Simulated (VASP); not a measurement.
# C (Fd-3m) in VASP: relaxation of cell and atoms with PBE

Aim: the relaxation of cell and atoms of C with PBE.

Program: VASP 6.6.1. These are calculated values, not measurements. Logs are shortened: lines on timing, memory, paths and dates and some standing lists are left out, and cuts for length are marked.

### 1 The cell of the first run

It takes space group Fd-3m (No. 227, cubic). Conventional cell: a = 3.569 Å, b = 3.569 Å, c = 3.569 Å, α = 90.00°, β = 90.00°, γ = 90.00°. C (site symmetry -43m) has 4 C at 1.55 Å within 2.1 Å.

### 2 Relaxation of cell and atoms, PBE, target pressure 1e-06 GPa, at which the enthalpy is minimised

INCAR reads:

```
  PREC = Accurate
  ENCUT = 600
  EDIFF = 1E-7
  ISMEAR = 0
  SIGMA = 0.02
  LREAL = False
  LASPH = True
  NELM = 120
  ALGO = Normal
  ISIF = 3
  LWAVE = False
  LCHARG = False
  GGA = PE
  IBRION = 2
  NSW = 70
  EDIFFG = -0.004
  PSTRESS = 9.999999999999999e-06
  GGA_COMPAT = False
  NELMIN = 4
```

KPOINTS reads:

```
Automatic mesh
0
Gamma
  18 18 18
```

POSCAR reads:

```
C
1.0
    0.0000000000      1.7844767629      1.7844767629
    1.7844767629      0.0000000000      1.7844767629
    1.7844767629      1.7844767629      0.0000000000
C
2
Direct
    0.0000000000      0.0000000000      0.0000000000
    0.2500000000      0.2500000000      0.2500000000
```

Potentials or basis: VASP PAW PBE potentials, release 64 (C).

On the command line:

```bash
$ cat potpaw_PBE.64/C/POTCAR > POTCAR
$ mpirun -np 1 vasp_std > vasp.out
```

OUTCAR:

```text
PREC = Accurate
   ENCUT = 600
   EDIFF = 1E-7
   ISMEAR = 0
   LREAL = False
   LASPH = True
   NELM = 120
   ISIF = 3
   GGA = PE
   IBRION = 2
   NSW = 70
   EDIFFG = -0.004
   PSTRESS = 9.999999999999999e-06
   NELMIN = 4

 ion  position               nearest neighbor table
   1  0.000  0.000  0.000-   2 1.55   2 1.55   2 1.55   2 1.55
   2  0.250  0.250  0.250-   1 1.55   1 1.55   1 1.55   1 1.55

  LATTYP: Found a face centered cubic cell.
 ALAT       =     3.5689535258

  Lattice vectors:

 A1 = (   0.0000000000,   1.7844767629,   1.7844767629)
 A2 = (   1.7844767629,   0.0000000000,   1.7844767629)
 A3 = (   1.7844767629,   1.7844767629,   0.0000000000)

Analysis of symmetry for initial positions (statically):
=====================================================================
 Subroutine PRICEL returns:
 Original cell was already a primitive cell.

 Routine SETGRP: Setting up the symmetry group for a
 face centered cubic supercell.

 Subroutine GETGRP returns: Found 48 space group operations
 (whereof 24 operations were pure point group operations)
 out of a pool of 48 trial point group operations.

The static configuration has the point symmetry T_d .
 The point group associated with its full space group is O_h .

Analysis of symmetry for dynamics (positions and initial velocities):
=====================================================================
 Subroutine PRICEL returns:
 Original cell was already a primitive cell.

 Routine SETGRP: Setting up the symmetry group for a
 face centered cubic supercell.

 Subroutine GETGRP returns: Found 48 space group operations
 (whereof 24 operations were pure point group operations)
 out of a pool of 48 trial point group operations.

The dynamic configuration has the point symmetry T_d .
 The point group associated with its full space group is O_h .

 Subroutine INISYM returns: Found 48 space group operations
 (whereof 24 operations are pure point group operations),
 and found     1 'primitive' translations

----------------------------------------------------------------------------------------

                                     Primitive cell

  volume of cell :      11.3648

  direct lattice vectors                    reciprocal lattice vectors
     0.000000000  1.784476763  1.784476763    -0.280194178  0.280194178  0.280194178
[... 97 lines left out ...]
   NELECT =       8.0000    total number of electrons
   NUPDOWN=      -1.0000    fix difference up-down
   EMIN   =  10.00;   EMAX   =-10.00  energy-range for DOS
   EFERMI =   0.00;   METHOD = LEGACY
   ISMEAR =     0;   SIGMA  =   0.02  broadening in eV -4-tet -1-fermi 0-gaus
   EFERMI_NEDOS =   21; number of points for ismear=-14 and -15
   IALGO  =     38    algorithm
   IMIX   =      4    mixing-type and parameters
     AMIX     =   0.40;   BMIX     =  1.00
     AMIX_MAG =   1.60;   BMIX_MAG =  1.00
  volume/ion in A,a.u.               =       5.68        38.35
  Fermi-wavevector in a.u.,A,eV,Ry     =   1.456299  2.752006 28.855334  2.120807
  Thomas-Fermi vector in A             =   2.573233
   LORBIT       =      0    0 simple, 1 ext, 2 COOP (PROOUT), +10 PAW based schemes
   GGA     = PE    functional components
   LHFCALC =     F    Hartree Fock is set to
   AEXX    =    0.0000 exact exchange contribution
   IVDW    =     0    specifies the selected vdW correction
   LEPSILON=     F    determine dielectric tensor
   LRPA    =     F    only Hartree local field effects (RPA)
 conjugate gradient relaxation of ions
 non-spin polarized calculation
 Gauss-broadening in eV      SIGMA  =   0.02
  energy-cutoff  :      600.00
  volume of cell :       11.36
 maximum number of plane-waves:       392
   NGX =  9   NGY =  9   NGZ =  9

--------------------------------------- Ionic step        1  -------------------------------------------

 number of electron       7.9999999 magnetization

 Free energy of the ion-electron system (eV)
  ---------------------------------------------------
  ext. energy  EPLUGINS =         0.00000000
  ---------------------------------------------------
  free energy    TOTEN  =       -18.19032546 eV

  energy without entropy =      -18.19032546  energy(sigma->0) =      -18.19032546

------------------------ aborting loop because EDIFF is reached ----------------------------------------

  FORCE on cell =-STRESS in cart. coord.  units (eV):
  Direction    XX          YY          ZZ          XY          YZ          ZX
  --------------------------------------------------------------------------------------
  -------------------------------------------------------------------------------------
  Total        0.0681560      0.0681560      0.0681560     -0.0000000      0.0000000     -0.0000000
  in kB        9.6084187      9.6084187      9.6084187     -0.0000000      0.0000000     -0.0000000
  external PRESSURE =       9.6084087 kB  Pullay stress =       0.0000100 kB
[... 63 lines left out ...]
--------------------------------------- Ionic step        3  -------------------------------------------

 number of electron       7.9999999 magnetization

 Free energy of the ion-electron system (eV)
  ---------------------------------------------------
  ext. energy  EPLUGINS =         0.00000000
  ---------------------------------------------------
  free energy    TOTEN  =       -18.19039968 eV

  energy without entropy =      -18.19039968  energy(sigma->0) =      -18.19039968

 E-fermi :   9.8575     XC(G=0): -13.2303

 val. band max:        9.6699604643   @ k =   0.0000   0.0000   0.0000
 cond. band min:      13.8098216980   @ k =   0.3889   0.3889   0.0000
 fundamental gap:      4.1398612337
 Fermi energy:         9.8575429527

 k-point     1 :       0.0000    0.0000    0.0000
  band No.  band energies     occupation
      1     -11.7521      2.00000
      2       9.6700      2.00000
      3       9.6700      2.00000
      4       9.6700      2.00000
      5      15.2490      0.00000
      6      15.2490      0.00000
      7      15.2490      0.00000
      8      22.9086      0.00000
[... 243 lines left out ...]
 k-point    24 :      -0.2222    0.0556    0.0000
  band No.  band energies     occupation
      1     -10.0905      2.00000
      2       3.4484      2.00000
      3       7.2257      2.00000
      4       8.3262      2.00000
      5      17.0417      0.00000
      6      17.8535      0.00000
      7      17.9432      0.00000
      8      23.9600      0.00000

 [... further k-points ...]

------------------------ aborting loop because EDIFF is reached ----------------------------------------

  FORCE on cell =-STRESS in cart. coord.  units (eV):
  Direction    XX          YY          ZZ          XY          YZ          ZX
  --------------------------------------------------------------------------------------
  -------------------------------------------------------------------------------------
  Total        0.0007839      0.0007839      0.0007839     -0.0000000      0.0000000     -0.0000000
  in kB        0.1102768      0.1102768      0.1102768     -0.0000000      0.0000000     -0.0000000
  external PRESSURE =       0.1102668 kB  Pullay stress =       0.0000100 kB
[... 21 lines left out ...]
  energy  without entropy=      -18.1903996800  energy(sigma->0) =      -18.19039968

  enthalpy is  TOTEN    =       -18.1903996089 eV   P V=        0.0000000711

 reached required accuracy - stopping structural energy minimisation
```

Run time: 50 s. Hardware: 1 thread of Intel Xeon 8259CL, shared host; peak memory 0.13 GiB.

Results:

* Free energy: -18.1904 eV
* Relaxed volume: 5.69 Å³/atom
* Relaxed cell: a = 2.525 Å, b = 2.525 Å, c = 2.525 Å, α = 60.00°, β = 60.00°, γ = 60.00°
* Space group after relaxing (to 0.1 Å): Fd-3m (No. 227)
* Energy change on relaxing (the run minimises the enthalpy): -0.0 meV/atom
* Ionic steps: 3
* Pressure after relaxing: 0.0 GPa
* Band gap on the k mesh: 4.14 eV (least direct gap 5.58 eV)

Final structure:
```
C
1.0
     0.00000    1.78578    1.78578
     1.78578    0.00000    1.78578
     1.78578    1.78578    0.00000
C
2
Direct
  0.00000 0.00000 0.00000
  0.25000 0.25000 0.25000
```

Levels at points of the mesh, in eV from the valence-band top:
```tsv
k point	band 2	band 3	band 4	band 5	band 6	band 7
(0.00, 0.00, 0.00)	0.00	0.00	0.00	5.58	5.58	5.58
(0.50, 0.00, 0.00)	-13.33	-2.79	-2.79	8.44	8.44	8.79
(0.50, 0.50, 0.00)	-12.74	-6.27	-6.27	4.75	4.75	16.74
```

Caveat: the cell is relaxed towards a set pressure, so the run minimises the enthalpy, not the energy.
